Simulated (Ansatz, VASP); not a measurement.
# Two plane-wave programs on HfO2

```
Hf O
1.0
     5.21946    0.00000    0.00000
     0.00000    5.00476    0.00000
     0.00000    0.00000    5.03269
Hf O
4 8
Direct
  0.00825 0.25447 0.21398
  0.49175 0.25447 0.71398
  0.50825 0.74553 0.21398
  0.99175 0.74553 0.71398
  0.31792 0.05994 0.39305
  0.18208 0.05994 0.89305
  0.78444 0.44797 0.50597
  0.71556 0.44797 0.00597
  0.21556 0.55203 0.00597
  0.28444 0.55203 0.50597
  0.81792 0.94006 0.39305
  0.68208 0.94006 0.89305
```

Change from the starting cell: polar distortion scaled by 0.25.

Alike in both runs: task single point; functional PBEsol; k mesh 6 × 6 × 6; no spin polarisation.

|  | VASP | Ansatz |
| --- | --- | --- |
| version | VASP 6.6.1 | Ansatz 0.2.0 |
| potentials or method | VASP PAW PBE potentials, release 64 (Hf_pv, O), cutoff 520 eV | scalar-relativistic, plane waves, PAW |
| occupations | gaussian, width 0.01 eV | fixed |
| valence electrons in the cell | 88 | 152 |

|  | VASP | Ansatz | Ansatz less VASP |
| --- | --- | --- | --- |
| gap on the k mesh at the Fermi level (eV) | 3.97 | 4.03 | +0.058 |
| least direct gap on the mesh (eV) | 4.26 | 4.32 | +0.054 |
| pressure (GPa) | 2.9 | 6.4 | +3.48 |
| traceless stress, the component that is largest in VASP (GPa) | -7.50 | -7.29 | +0.213 |
| rms of the force components (eV/Å) | 0.335 | 0.342 | +0.0077 |

VASP's potentials were made for PBE, not for PBEsol, and Ansatz warns of the same on its side. Atom by atom the forces differ by 0.014 eV/Å (rms over components). VASP's potentials hold 88 valence electrons a cell and Ansatz's 152, so a difference there can come from the potentials and not from the codes.

Spin-orbit coupling is off throughout.
